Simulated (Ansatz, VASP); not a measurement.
# Two plane-wave programs on TiSi2

Contents of INCAR:

```
SYSTEM = TiSi2
PREC = Accurate
ENCUT = 520
EDIFF = 1E-6
ISMEAR = -1
SIGMA = 0.05
LREAL = .False.
LASPH = .True.
NELM = 80
ALGO = Normal
ISIF = 2
LWAVE = .False.
LCHARG = .True.
GGA = PE
LELF = .True.
LVHAR = .True.
NBANDS = 29
```

File KPOINTS:

```
regular mesh
0
Gamma
  7 7 6
  0 0 0
```

POSCAR

```
TiSi2
1.0
    1.7651050250     -6.7592815350      0.0000000000
    1.7651050250      6.7592815350      0.0000000000
    0.0000000000      0.0000000000      3.5651739700
Ti Si
2 4
Direct
    0.1031180800      0.8968819200      0.2500000000
    0.8968819200      0.1031180800      0.7500000000
    0.7503148200      0.2496851800      0.2500000000
    0.2496851800      0.7503148200      0.7500000000
    0.4417485500      0.5582514500      0.2500000000
    0.5582514500      0.4417485500      0.7500000000
```

Contents of input.yaml:

```yaml
crystal:
  lattice:
    - [1.765105025, -6.759281535, 0.0]
    - [1.765105025, 6.759281535, 0.0]
    - [0.0, 0.0, 3.56517397]
  atoms:
    - { symbol: Ti, position: [0.10311808, 0.89688192, 0.25] }
    - { symbol: Ti, position: [0.89688192, 0.10311808, 0.75] }
    - { symbol: Si, position: [0.75031482, 0.24968518, 0.25] }
    - { symbol: Si, position: [0.24968518, 0.75031482, 0.75] }
    - { symbol: Si, position: [0.44174855, 0.55825145, 0.25] }
    - { symbol: Si, position: [0.55825145, 0.44174855, 0.75] }
hamiltonian:
  xc: pbe
  pseudopotentials: { kind: paw }
kpoints:
  mp_grid: { grid: [7, 7, 6] }
  band_path:
    path:
      - [[0.0, 0.0, 0.0], [0.2670482592, 0.2670482592, 0.0], [0.0, 0.5, 0.0], [0.0, 0.5, 0.5], [0.2670482592, 0.2670482592, 0.5], [0.0, 0.0, 0.5], [0.0, 0.0, 0.0], [-0.5, 0.5, 0.0], [-0.2670482592, 0.7329517408, 0.0], [-0.2670482592, 0.7329517408, 0.5], [-0.5, 0.5, 0.5], [-0.5, 0.5, 0.0]]
      - [[0.0, 0.0, 0.5], [-0.5, 0.5, 0.5]]
    npoints: 14
scf:
  occupations: { method: fermi_dirac, width: 0.05 }
  n_extra_bands: 15
output:
  forces: true
  stress: true
  eigenvalues: true
  fatbands: false
```

Alike in both runs: functional PBE; k mesh 7 × 7 × 6; occupations fermi-dirac, width 0.05 eV; no spin polarisation.

|  | VASP | Ansatz |
| --- | --- | --- |
| version | VASP 6.6.1 | Ansatz 0.2.0 |
| potentials or method | VASP PAW PBE potentials, release 64 (Ti_sv, Si) | Ansatz PAW |
| plane-wave cutoff (eV) | 520 | 420 |
| valence electrons in the cell | 40 | 40 |
| task | single point | band structure |

```csv
,VASP,Ansatz,Ansatz less VASP
gap on the k mesh at the Fermi level (eV),none,none,-
pressure (GPa),1.8,1.9,+0.03
"traceless stress, the component that is largest in VASP (GPa)",-0.11,-0.12,-0.004
rms of the force components (eV/Å),0.063,0.067,+0.0037
```

Atom by atom the forces differ by 0.004 eV/Å (rms over components). A gap of «none» marks a metal or a gap that the smearing closes. With one functional, cell and mesh, what is left measures potentials, basis and numerics.
